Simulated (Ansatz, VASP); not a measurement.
# Two plane-wave programs on Sn4Se3

```
Sn Se
1.0
     6.38051    0.00000    0.00000
    -3.19025    5.52568    0.00000
     0.00000    0.00000    5.68466
Sn Se
4 3
Direct
  0.50000 0.00000 0.50000
  0.00000 0.50000 0.50000
  0.50000 0.50000 0.50000
  0.00000 0.00000 0.50000
  0.50000 0.00000 0.00000
  0.00000 0.50000 0.00000
  0.50000 0.50000 0.00000
```

Alike in both runs: functional PBE; k mesh 3 × 3 × 3; occupations gaussian, width 0.2 eV; no spin polarisation.

Ansatz relaxed the structure, and its values are those at the end. VASP's run is a single point on that final structure, the one shown.

|  | VASP | Ansatz |
| --- | --- | --- |
| version | VASP 6.6.1 | Ansatz 0.2.0 |
| potentials or method | VASP PAW PBE potentials, release 64 (Sn_d, Se), cutoff 500 eV | scalar-relativistic, plane waves, PAW |
| valence electrons in the cell | 74 | 104 |

|  | VASP | Ansatz | Ansatz less VASP |
| --- | --- | --- | --- |
| gap on the k mesh at the Fermi level (eV) | none | none | - |
| pressure (GPa) | 0.6 | 0.6 | 0.00 |

A gap of «none» marks a metal or a gap that the smearing closes. VASP's potentials hold 74 valence electrons a cell and Ansatz's 104, so a difference there can come from the potentials and not from the codes.

The k mesh is coarse, so the values compare programs but aren't converged.
